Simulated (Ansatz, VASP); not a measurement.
**Two plane-wave programs on PbSe**

```
Pb Se
1.0
    -0.02862    3.06008    3.06008
     3.06008   -0.02862    3.06008
     3.06008    3.06008   -0.02862
Pb Se
1 1
Direct
  0.00000 0.00000 0.00000
  0.50000 0.50000 0.50000
```

Change from the starting cell: shear_111 strain -1.4%.

Alike in both runs: task single point; functional PBE; k mesh 8 × 8 × 8; occupations fermi-dirac, width 0.02 eV; no spin polarisation.

|  | VASP | Ansatz |
| --- | --- | --- |
| version | VASP 6.6.1 | Ansatz 0.2.0 |
| potentials or method | VASP PAW PBE potentials, release 64 (Pb_d, Se) | plane waves, PAW |
| plane-wave cutoff (eV) | 520 | 420 |
| valence electrons in the cell | 20 | 30 |

```csv
,VASP,Ansatz,Ansatz less VASP
pressure (GPa),1.7,1.7,+0.02
"traceless stress, the component that is largest in VASP (GPa)",0.16,0.16,0.000
```

VASP's potentials hold 20 valence electrons a cell and Ansatz's 30, so a difference there can come from the potentials and not from the codes.

Spin-orbit coupling is off throughout.
